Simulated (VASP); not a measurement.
# SiMo6 in VASP: a series of runs

Runs on SiMo6. Level: PBEsol. Tasks: single point.

Program: VASP 6.6.1. These are calculated values, not measurements. Logs are shortened: lines on timing, memory, paths and dates and some standing lists are left out, and cuts for length are marked.

## 1. The cell of the first run

The cell holds a slab with vacuum, 7 atoms: a = 4.426 Å, b = 4.426 Å, c = 19.725 Å, α = 90.00°, β = 90.00°, γ = 120.00°.

## 2. Single point, PBEsol

The input, INCAR:

```
PREC = Accurate ; ENCUT = 520
EDIFF = 1E-7 ; ISMEAR = 0
SIGMA = 0.1 ; LREAL = F
LASPH = T ; NELM = 100
ALGO = Normal ; ISIF = 2
LWAVE = F ; LCHARG = T
LDIPOL = T ; IDIPOL = 3
DIPOL = 0.5 0.5 0.343 ; GGA = PS
LELF = T ; LVHAR = T
LVACPOTAV = T ; NBANDS = 53
```

The input, KPOINTS:

```
Automatic mesh
0
Gamma
  6 6 1
```

The input, POSCAR:

```
SiMo6
1.0
    4.4256825773      0.0000000000      0.0000000000
   -2.2128412886      3.8327535410      0.0000000000
    0.0000000000      0.0000000000     19.7247696212
Mo Si
6 1
Direct
    0.6666666667      0.3333333333      0.2027907082
    0.3333333333      0.6666666667      0.2485904154
    0.0000000000      0.0000000000      0.2943901226
    0.6666666667      0.3333333333      0.3368101106
    0.3333333333      0.6666666667      0.3772266206
    0.0000000000      0.0000000000      0.4169767140
    0.0000000000      0.2222222222      0.5231982837
```

Potentials or basis: VASP PAW PBE potentials, release 64 (Mo_sv, Si).

Run with:

```console
$ cat potpaw_PBE.64/Mo_sv/POTCAR potpaw_PBE.64/Si/POTCAR > POTCAR
$ mpirun -np 1 vasp_std > vasp.out
```

OUTCAR:

```text
PREC = Accurate
   ENCUT = 520
   EDIFF = 1E-7
   ISMEAR = 0
   LREAL = F
   LASPH = T
   NELM = 100
   ISIF = 2
   GGA = PS

 ion  position               nearest neighbor table
   1  0.667  0.333  0.203-   4 2.64   2 2.71   2 2.71   2 2.71   3 3.13   3 3.13   3 3.13
   2  0.333  0.667  0.249-   5 2.54   3 2.71   1 2.71   1 2.71   3 2.71   3 2.71   1 2.71   4 3.09
                             4 3.09   4 3.09
   3  0.000  0.000  0.294-   6 2.42   4 2.69   4 2.69   4 2.69   2 2.71   2 2.71   2 2.71   5 3.03
                             5 3.03   5 3.03   1 3.13   1 3.13   1 3.13
   4  0.667  0.333  0.337-   1 2.64   5 2.68   5 2.68   5 2.68   3 2.69   3 2.69   3 2.69   6 3.00
                             6 3.00   6 3.00   2 3.09   2 3.09   2 3.09
   5  0.333  0.667  0.377-   2 2.54   6 2.67   6 2.67   6 2.67   4 2.68   4 2.68   4 2.68   3 3.03
                             3 3.03   3 3.03
   6  0.000  0.000  0.417-   7 2.31   3 2.42   5 2.67   5 2.67   5 2.67   4 3.00   4 3.00   4 3.00

   7  0.000  0.222  0.523-   6 2.31

  LATTYP: Found a hexagonal cell.
 ALAT       =     4.4256825773
 C/A-ratio  =     4.4568875595

  Lattice vectors:

 A1 = (   4.4256825773,   0.0000000000,   0.0000000000)
 A2 = (  -2.2128412886,   3.8327535410,   0.0000000000)
 A3 = (   0.0000000000,   0.0000000000,  19.7247696212)

Analysis of symmetry for initial positions (statically):
=====================================================================
 Subroutine PRICEL returns:
 Original cell was already a primitive cell.

 Routine SETGRP: Setting up the symmetry group for a
 hexagonal supercell.

 Subroutine GETGRP returns: Found  1 space group operations
 (whereof  1 operations were pure point group operations)
 out of a pool of 24 trial point group operations.

The static configuration has the point symmetry C_1 .

Analysis of symmetry for dynamics (positions and initial velocities):
=====================================================================
 Subroutine PRICEL returns:
 Original cell was already a primitive cell.

 Routine SETGRP: Setting up the symmetry group for a
 hexagonal supercell.

 Subroutine GETGRP returns: Found  1 space group operations
 (whereof  1 operations were pure point group operations)
 out of a pool of 24 trial point group operations.

The dynamic configuration has the point symmetry C_1 .

 Subroutine INISYM returns: Found  1 space group operations
 (whereof  1 operations are pure point group operations),
 and found     1 'primitive' translations

----------------------------------------------------------------------------------------

                                     Primitive cell

  volume of cell :     334.5824

  direct lattice vectors                    reciprocal lattice vectors
     4.425682577  0.000000000  0.000000000     0.225953846  0.130454514  0.000000000
    -2.212841289  3.832753541  0.000000000     0.000000000  0.260909028  0.000000000
     0.000000000  0.000000000 19.724769621     0.000000000  0.000000000  0.050697677

  length of vectors
     4.425682577  4.425682577 19.724769621     0.260909028  0.260909028  0.050697677

  position of ions in fractional coordinates (direct lattice)
     0.666666667  0.333333333  0.202790708
     0.333333333  0.666666667  0.248590415
     0.000000000  0.000000000  0.294390123
     0.666666667  0.333333333  0.336810111
     0.333333333  0.666666667  0.377226621
     0.000000000  0.000000000  0.416976714
     0.000000000  0.222222222  0.523198284

  ion indices of the primitive-cell ions
   primitive index   ion index
                 1           1
                 2           2
                 3           3
                 4           4
                 5           5
                 6           6
                 7           7

----------------------------------------------------------------------------------------

 KPOINTS: Automatic mesh

Automatic generation of k-mesh.
 Grid dimensions read from file:
 generate k-points for:    6    6    1

 Generating k-lattice:

  Cartesian coordinates                     Fractional coordinates (reciprocal lattice)
     0.037658974  0.021742419  0.000000000     0.166666667  0.000000000  0.000000000
     0.000000000  0.043484838  0.000000000     0.000000000  0.166666667  0.000000000
     0.000000000  0.000000000  0.050697677     0.000000000  0.000000000  1.000000000

  Length of vectors
     0.043484838  0.043484838  0.050697677

  Shift w.r.t. Gamma in fractional coordinates (k-lattice)
     0.000000000  0.000000000  0.000000000

 Subroutine IBZKPT returns following result:
 ===========================================

 Found     20 irreducible k-points:

 Following reciprocal coordinates:
            Coordinates               Weight
  0.000000  0.000000  0.000000      1.000000
  0.166667  0.000000  0.000000      2.000000
  0.000000  0.166667  0.000000      2.000000
 -0.166667  0.166667  0.000000      2.000000
  0.333333  0.000000  0.000000      2.000000
  0.000000  0.333333  0.000000      2.000000
[... 12 lines left out ...]
  0.500000 -0.166667  0.000000      2.000000
  0.333333  0.333333  0.000000      2.000000
   k-points           NKPTS =     20   k-points in BZ     NKDIM =     20   number of bands    NBANDS=     53
   number of dos      NEDOS =    301   number of ions     NIONS =      7
   total plane-waves  NPLWV = 194400
   dimension x,y,z NGX =    36 NGY =   36 NGZ =  150
   dimension x,y,z NGXF=    72 NGYF=   72 NGZF=  300
   ions per type =               6   1
   NGX,Y,Z   is equivalent  to a cutoff of  13.52, 13.52, 12.64 a.u.
   NGXF,Y,Z  is equivalent  to a cutoff of  27.05, 27.05, 25.28 a.u.
 SYSTEM =  unknown system
   PREC   = accura    normal or accurate (medium, high low for compatibility)
   ISTART =      0    job   : 0-new  1-cont  2-samecut
   ICHARG =      2    charge: 1-file 2-atom 10-const
   ISPIN  =      1    spin polarized calculation?
   LNONCOLLINEAR =      F non collinear calculations
   LSORBIT =      F    spin-orbit coupling
   LASPH  =      T    aspherical Exc in radial PAW
   ENCUT  =  520.0 eV  38.22 Ry    6.18 a.u.   8.23  8.23 36.67*2*pi/ulx,y,z
   NELM   =    100;   NELMIN=  2; NELMDL= -5     # of ELM steps
   EDIFF  = 0.1E-06   stopping-criterion for ELM
   LREAL  =      F    real-space projection
   EDIFFG = 0.1E-05   stopping-criterion for IOM
   NSW    =      0    number of steps for IOM
   IBRION =     -1    ionic relax: 0-MD 1-quasi-New 2-CG
   NFREE  =      0    steps in history (QN), initial steepest desc. (CG)
   ISIF   =      2    stress and relaxation
   ISYM   =      2    0-nonsym 1-usesym 2-fastsym
   POTIM  = 0.5000    time-step for ionic-motion
   TEBEG  =    0.0;   TEEND  =   0.0 temperature during run
   PSTRESS=    0.0 pullay stress
   NELECT =      88.0000    total number of electrons
   NUPDOWN=      -1.0000    fix difference up-down
   EMIN   =  10.00;   EMAX   =-10.00  energy-range for DOS
   EFERMI =   0.00;   METHOD = LEGACY
   ISMEAR =     0;   SIGMA  =   0.10  broadening in eV -4-tet -1-fermi 0-gaus
   EFERMI_NEDOS =   21; number of points for ismear=-14 and -15
   IALGO  =     38    algorithm
   IMIX   =      4    mixing-type and parameters
     AMIX     =   0.40;   BMIX     =  1.00
     AMIX_MAG =   1.60;   BMIX_MAG =  1.00
  volume/ion in A,a.u.               =      47.80       322.55
  Fermi-wavevector in a.u.,A,eV,Ry     =   1.048901  1.982136 14.969052  1.100194
  Thomas-Fermi vector in A             =   2.183842
   LORBIT       =      0    0 simple, 1 ext, 2 COOP (PROOUT), +10 PAW based schemes
   GGA     = PS    functional components
   LHFCALC =     F    Hartree Fock is set to
   AEXX    =    0.0000 exact exchange contribution
   IVDW    =     0    specifies the selected vdW correction
   LEPSILON=     F    determine dielectric tensor
   LRPA    =     F    only Hartree local field effects (RPA)
 non-spin polarized calculation
 Gauss-broadening in eV      SIGMA  =   0.10
  energy-cutoff  :      520.00
  volume of cell :      334.58
 maximum number of plane-waves:      9055
 NGX is ok and might be reduce to    36
   NGX = 17   NGY = 17   NGZ = 73

 dipolmoment           0.000000      0.000000     -0.870251 electrons x Angstroem

 number of electron      88.0000012 magnetization

 dipolmoment           0.000000      0.000000      0.107499 electrons x Angstroem

 Free energy of the ion-electron system (eV)
  ---------------------------------------------------
  ext. energy  EPLUGINS =         0.00000000
  ---------------------------------------------------
  free energy    TOTEN  =       -67.47510685 eV

  energy without entropy =      -67.43449925  energy(sigma->0) =      -67.45480305

 E-fermi :   1.0258     XC(G=0):  -5.6089

 val. band max:        1.0092728476   @ k =   0.3333   0.3333   0.0000
 cond. band min:       1.0295582930   @ k =   0.1667   0.3333   0.0000
 fundamental gap:      0.0202854454
 Fermi energy:         1.0257955095

 k-point     1 :       0.0000    0.0000    0.0000
  band No.  band energies     occupation
      1     -60.0209      2.00000
      2     -59.7685      2.00000
      3     -59.7022      2.00000
      4     -59.6603      2.00000
      5     -59.5246      2.00000
      6     -59.2427      2.00000
[... 45 lines left out ...]
     52       2.8557      0.00000
     53       3.2207      0.00000

 k-point     2 :       0.1667    0.0000    0.0000
  band No.  band energies     occupation
      1     -59.9982      2.00000
      2     -59.7714      2.00000
      3     -59.6992      2.00000
      4     -59.6675      2.00000
      5     -59.5359      2.00000
      6     -59.2483      2.00000
[... 45 lines left out ...]
     52       2.9029      0.00000
     53       3.1538      0.00000
[... 950 lines left out ...]
     52       2.7013      0.00000
     53       2.9876      0.00000

 k-point    20 :       0.3333    0.3333    0.0000
  band No.  band energies     occupation
      1     -59.8760      2.00000
      2     -59.8037      2.00000
      3     -59.7478      2.00000
      4     -59.6217      2.00000
      5     -59.6077      2.00000
      6     -59.2685      2.00000
[... 45 lines left out ...]
     52       2.5461      0.00000
     53       2.7442      0.00000

------------------------ aborting loop because EDIFF is reached ----------------------------------------

  FORCE on cell =-STRESS in cart. coord.  units (eV):
  Direction    XX          YY          ZZ          XY          YZ          ZX
  --------------------------------------------------------------------------------------
  -------------------------------------------------------------------------------------
  Total       -5.8778962     -6.1421584     -0.9463890     -0.4575732      2.0122940     -0.7805373
  in kB      -28.1468244    -29.4122669     -4.5318670     -2.1911298      9.6360471     -3.7376717
  external PRESSURE =     -20.6969861 kB  Pullay stress =       0.0000000 kB

 VOLUME and BASIS-vectors are now :
 -----------------------------------------------------------------------------
  energy-cutoff  :      520.00
  volume of cell :      334.58
      direct lattice vectors                 reciprocal lattice vectors
     4.425682577  0.000000000  0.000000000     0.225953846  0.130454514  0.000000000
    -2.212841289  3.832753541  0.000000000     0.000000000  0.260909028  0.000000000
     0.000000000  0.000000000 19.724769621     0.000000000  0.000000000  0.050697677

 POSITION                                       TOTAL-FORCE (eV/Angst)
 -----------------------------------------------------------------------------------
      2.21284      1.27758      4.00000         0.037593      0.028189      1.942307
     -0.00000      2.55517      4.90339         0.047985     -0.009908     -0.428058
      0.00000      0.00000      5.80678        -0.215178      0.142472     -2.332327
      2.21284      1.27758      6.64350        -0.042164     -0.172363     -0.874093
     -0.00000      2.55517      7.44071         0.102738     -0.323829      1.530478
      0.00000      0.00000      8.22477         0.531200     -0.579057      0.136812
     -0.49174      0.85172     10.31997        -0.462173      0.914496      0.024881
 -----------------------------------------------------------------------------------
    total drift:                                0.000134     -0.000154     -0.000108

  FREE ENERGIE OF THE ION-ELECTRON SYSTEM (eV)
  ---------------------------------------------------
  free  energy   TOTEN  =       -67.4751068455 eV

  energy  without entropy=      -67.4344992485  energy(sigma->0) =      -67.45480305

 vacuum level on the upper side and lower side of the slab         5.903         4.756
```

Run time: 23 min. Hardware: 1 thread of Intel Xeon 8259CL, shared host; peak memory 0.62 GiB.

What came out:

```yaml
Free_energy: -67.4751 eV
Largest_force: 2.347 eV/Å
Band_gap_on_the_k_mesh: zero (bands 44 and 45 overlap by 0.13 eV)
```

Forces on the atoms (eV/Å):
```
Mo   0.038  0.028  1.942
Mo   0.048 -0.010 -0.428
Mo  -0.215  0.142 -2.332
Mo  -0.042 -0.172 -0.874
Mo   0.103 -0.324  1.530
Mo   0.531 -0.579  0.137
Si  -0.462  0.914  0.025
```

Levels at points of the mesh, in eV from the Fermi level:
```tsv
k point	band 40	band 41	band 42	band 43	band 44	band 45	band 46	band 47	band 48	band 49
(0.00, 0.00, 0.00)	-1.23	-1.23	-1.22	-1.12	-0.24	0.55	0.57	1.23	1.24	1.42
(0.50, 0.00, 0.00)	-1.43	-1.15	-0.69	-0.17	0.06	0.13	0.46	0.69	1.28	1.37
(0.00, 0.50, 0.00)	-1.34	-1.27	-0.72	-0.18	-0.06	0.12	0.31	0.36	1.37	1.46
(0.50, 0.50, 0.00)	-1.47	-1.01	-0.54	-0.21	-0.17	0.09	0.52	0.56	1.03	1.39
```

Caveat: the PAW data sets were made with another functional, which shifts forces and pressure a little.

## 3. Single point, PBEsol

The input, INCAR:

```
PREC = Accurate
ENCUT = 520
EDIFF = 1E-7
ISMEAR = 0
SIGMA = 0.1
LREAL = F
LASPH = T
NELM = 100
ALGO = Normal
ISIF = 2
LWAVE = F
LCHARG = T
LDIPOL = T
IDIPOL = 3
DIPOL = 0.5 0.5 0.337
GGA = PS
LELF = T
LVHAR = T
LVACPOTAV = T
NBANDS = 53
```

KPOINTS is that of step 2.

Changes to POSCAR since step 2:

```diff
@@ -14,2 +14,2 @@
     0.0000000000      0.0000000000      0.4169767140
-    0.0000000000      0.2222222222      0.5231982837
+    0.0000000000      0.4444444444      0.4831124293
```

Potentials or basis: VASP PAW PBE potentials, release 64 (Mo_sv, Si).

Run with:

```console
$ cat potpaw_PBE.64/Mo_sv/POTCAR potpaw_PBE.64/Si/POTCAR > POTCAR
$ mpirun -np 1 vasp_std > vasp.out
```

It took 21 min on 1 thread of Intel Xeon 8259CL, shared host; peak memory 0.61 GiB.

Results (log left out):

- Free energy: -69.4717 eV
- Largest force: 2.389 eV/Å
- Band gap on the k mesh: zero (bands 44 and 45 overlap by 0.13 eV)

Forces in eV/Å, atoms in the order of the input:
```
Mo   0.159  0.129  2.039
Mo  -0.142 -0.142 -0.881
Mo   0.041  0.213 -2.021
Mo  -0.384 -0.266 -0.835
Mo   0.760  0.569  0.197
Mo   1.190 -1.459  1.471
Si  -1.624  0.956  0.031
```

Levels at points of the mesh, in eV from the Fermi level:
| k point | band 42 | band 43 | band 44 | band 45 | band 46 | band 47 |
| --- | --- | --- | --- | --- | --- | --- |
| (0.00, 0.00, 0.00) | -1.24 | -0.80 | -0.70 | 0.11 | 0.82 | 1.24 |
| (0.50, 0.00, 0.00) | -0.92 | -0.46 | 0.01 | 0.17 | 0.24 | 1.20 |
| (0.00, 0.50, 0.00) | -0.72 | -0.26 | -0.07 | 0.09 | 0.45 | 0.63 |
| (0.50, 0.50, 0.00) | -0.63 | -0.48 | -0.04 | 0.10 | 0.61 | 0.86 |

Caveat: the PAW data sets were made with another functional, which shifts forces and pressure a little.
